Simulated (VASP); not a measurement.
**FeSi2: single point with LDA**

The system is FeSi2.

```xyz
3
Lattice="2.6840 0.0000 0.0000 0.0000 2.6840 0.0000 0.0000 0.0000 5.1280" Properties=species:S:1:pos:R:3 pbc="T T T"
Fe    0.0000    0.0000    0.0000
Si    1.3420    1.3420    1.3846
Si    1.3420    1.3420    3.7434
```

| Quantity | Value |
| --- | --- |
| Program | VASP 6.6.1 |
| Task | single point |
| Functional | LDA |
| Potentials or basis | VASP PAW LDA potentials, release 64 (Fe, Si) |
| Cutoff | 520 eV |
| k mesh | 6 × 6 × 4 |
| Occupations | gaussian, width 0.1 eV |
| Spin | collinear spin, ferromagnetic start |
| Starting moments | [4.0, 0.0, 0.0] μB |
| Dipole correction | no |
| Further INCAR settings | ALGO = Normal; EDIFF = 1e-06; NBANDS = 19 |

* Pressure: -5.4 GPa
* Largest force: 0.170 eV/Å
* Band gap on the k mesh: zero (filled and empty bands overlap)
* Net moment: 0.01 μB per cell
* Valence electrons inside the program's atomic spheres: Fe 7.89; Si 1.64

Forces in eV/Å, atoms in the order of the input:
```
Fe   0.000  0.000  0.000
Si   0.000  0.000  0.170
Si   0.000  0.000 -0.170
```

Stress tensor (GPa, compression positive):
```
-4.62  0.00  0.00
 0.00 -4.62  0.00
 0.00  0.00 -6.84
```

Levels at points of the mesh, in eV from the Fermi level:
Spin up:
| k point | band 5 | band 6 | band 7 | band 8 | band 9 | band 10 | band 11 | band 12 |
| --- | --- | --- | --- | --- | --- | --- | --- | --- |
| (0.00, 0.00, 0.00) | -1.63 | -1.51 | -1.51 | -0.62 | 4.59 | 4.59 | 6.47 | 7.27 |
| (0.50, 0.00, 0.00) | -3.74 | -3.15 | -2.07 | -1.09 | 0.12 | 1.45 | 2.37 | 8.03 |
| (0.50, 0.50, 0.00) | -4.34 | -3.15 | -2.20 | 0.14 | 0.41 | 2.67 | 3.11 | 3.11 |
| (0.00, 0.00, 0.50) | -2.26 | -1.55 | -1.55 | -0.62 | 2.48 | 5.69 | 5.69 | 6.50 |
| (0.50, 0.00, 0.50) | -3.11 | -2.44 | -2.06 | -1.10 | 0.58 | 2.35 | 4.90 | 5.03 |
| (0.50, 0.50, 0.50) | -3.23 | -3.23 | -1.77 | 0.14 | 0.48 | 0.48 | 1.32 | 2.82 |
Spin down:
```
           k point  band 5  band 6  band 7  band 8  band 9  band 10  band 11  band 12
(0.00, 0.00, 0.00)   -1.62   -1.50   -1.50   -0.61    4.59     4.59     6.47     7.27
(0.50, 0.00, 0.00)   -3.74   -3.15   -2.06   -1.08    0.13     1.45     2.37     8.03
(0.50, 0.50, 0.00)   -4.34   -3.15   -2.20    0.15    0.41     2.67     3.11     3.11
(0.00, 0.00, 0.50)   -2.26   -1.55   -1.55   -0.61    2.49     5.69     5.69     6.50
(0.50, 0.00, 0.50)   -3.10   -2.43   -2.06   -1.10    0.59     2.35     4.91     5.03
(0.50, 0.50, 0.50)   -3.23   -3.23   -1.77    0.15    0.48     0.48     1.32     2.82
```

Run time: 26 s on 1 thread of Intel(R) Xeon(R) Platinum 8488C (Sapphire Rapids), on a shared host, peak memory 0.15 GiB.

Caveat: the k points lie up to 0.39 Å⁻¹ apart.
